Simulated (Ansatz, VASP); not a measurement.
**Two plane-wave programs on Nb2Si2O**

The input INCAR:

```
PREC     = Accurate       # precision mode
ENCUT    = 600            # plane-wave cutoff, eV
EDIFF    = 1E-6           # SCF threshold, eV
ISMEAR   = 0              # smearing method
SIGMA    = 0.1            # smearing width, eV
LREAL    = F              # projectors in reciprocal space
LASPH    = T              # aspherical terms in the spheres
NELM     = 80             # most SCF steps
ALGO     = Normal         # electronic algorithm
ISIF     = 3              # what is computed and relaxed
LWAVE    = F              # write WAVECAR
LCHARG   = F              # write CHGCAR
GGA      = PE             # functional
IBRION   = 2              # ionic algorithm
NSW      = 100            # ionic steps
EDIFFG   = -0.01          # ionic threshold
```

The input KPOINTS:

```
regular mesh
0
Gamma
  12 12 6
```

POSCAR

```
Nb2Si2O
1.0
    3.5136784363      0.0000000000      0.0000000000
   -1.7568392181      3.0429347866      0.0000000000
    0.0000000000      0.0000000000      6.7044386993
Nb Si O
2 2 1
Direct
    0.3333333333      0.6666666667      0.1537968310
    0.6666666667      0.3333333333      0.8462031690
    0.3333333333      0.6666666667      0.5858322642
    0.6666666667      0.3333333333      0.4141677358
    0.0000000000      0.0000000000      0.0000000000
```

Input for Ansatz:

```yaml
crystal:
  lattice:
    - [3.5136784363, 0.0, 0.0]
    - [-1.7568392181, 3.0429347866, 0.0]
    - [0.0, 0.0, 6.7044386993]
  atoms:
    - { symbol: Nb, position: [0.3333333333, 0.6666666667, 0.153796831] }
    - { symbol: Nb, position: [0.6666666667, 0.3333333333, 0.846203169] }
    - { symbol: Si, position: [0.3333333333, 0.6666666667, 0.5858322642] }
    - { symbol: Si, position: [0.6666666667, 0.3333333333, 0.4141677358] }
    - { symbol: O, position: [0.0, 0.0, 0.0] }
basis:
  ecutwfc: 420
kpoints:
  mp_grid: { grid: [12, 12, 6] }
hamiltonian:
  xc: pbe
scf:
  occupations: { method: gaussian, width: 0.1 }
output:
  forces: true
  stress: true
  eigenvalues: true
  write_density: true
  write_potential: true
  elf: true
  volumetric_format: npy
relax:
  adjacent_minimum: "off"
  f_tol: 0.01
  max_steps: 80
  cell: { stress_tol: 0.05 }
```

Change from the starting cell: species swapped into the TbAl2Ge2 type (P-3m1, No. 164).

Alike in both runs: task relaxation of cell and atoms; functional PBE; k mesh 12 × 12 × 6; occupations gaussian, width 0.1 eV; no spin polarisation.

```csv
,VASP,Ansatz
version,VASP 6.6.1,Ansatz 0.2.0
potentials or method,"VASP PAW PBE potentials, release 64 (Nb_sv, Si, O), cutoff 600 eV","scalar-relativistic, plane waves, PAW"
valence electrons in the cell,40,40
```

|  | VASP | Ansatz | Ansatz less VASP |
| --- | --- | --- | --- |
| gap on the k mesh at the Fermi level, each at its own relaxed structure (eV) | none | none | - |
| relaxed volume (Å³/atom) | 14.33 | 14.36 | +0.024 |
| relaxed length of the cell vector where the two differ most in proportion (Å) | 6.697 | 6.703 | +0.0052 |

A gap of «none» marks a metal or a gap that the smearing closes.
